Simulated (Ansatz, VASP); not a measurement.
## Cs: VASP beside Ansatz

```xyz
1
Lattice="3.8404 0.0000 0.0000 0.0000 3.8404 0.0000 0.0000 0.0000 3.8404" Properties=species:S:1:pos:R:3 pbc="T T T"
Cs    0.0000    0.0000    0.0000
```

Change from the starting cell: volume scaled by 0.45, LAPW.

Alike in both runs: task single point; functional PBE; k mesh 8 × 8 × 8; occupations fermi-dirac, width 0.08 eV; no spin polarisation.

```csv
,VASP,Ansatz
version,VASP 6.6.1,Ansatz 0.2.0
potentials or method,"VASP PAW PBE potentials, release 64 (Cs_sv), cutoff 520 eV","all-electron LAPW, scalar-relativistic"
```

```csv
,VASP,Ansatz,Ansatz less VASP
pressure (GPa),3.0,3.0,-0.04
```

Ansatz ran all-electron here, and VASP with PAW potentials.

Spin-orbit coupling is off throughout.
